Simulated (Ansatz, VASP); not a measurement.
## NiO: VASP beside Ansatz

```xyz
2
Lattice="0.0000 2.0648 2.0648 2.0648 0.0000 2.0648 2.0648 2.0648 0.0000" Properties=species:S:1:pos:R:3 pbc="T T T"
Ni    0.0000    0.0000    0.0000
O     2.0648    2.0648    2.0648
```

Alike in both runs: task single point; functional r2SCAN; k mesh 12 × 12 × 12; occupations gaussian, width 0.02 eV; collinear spin.

|  | VASP | Ansatz |
| --- | --- | --- |
| version | VASP 6.6.1 | Ansatz 0.2.0 |
| potentials or method | VASP PAW PBE potentials, release 64 (Ni, O), cutoff 520 eV | scalar-relativistic, plane waves, PAW |
| valence electrons in the cell | 16 | 24 |

|  | VASP | Ansatz | Ansatz less VASP |
| --- | --- | --- | --- |
| gap on the k mesh at the Fermi level (eV) | 0.59 | 0.67 | +0.081 |
| least direct gap on the mesh (eV) | 1.69 | 1.77 | +0.076 |
| pressure (GPa) | 10.2 | 10.1 | -0.13 |
| net moment per atom (μB) | 1.00 | 1.00 | 0.000 |
| size of the moment on the site where the two differ most (μB) | 1.69 | 1.66 | -0.028 |

VASP's potentials were made for PBE, not for r2SCAN. Site moments also hang on the region over which each program counts them. VASP's potentials hold 16 valence electrons a cell and Ansatz's 24, so a difference there can come from the potentials and not from the codes. Ansatz's warnings: stability check not made.
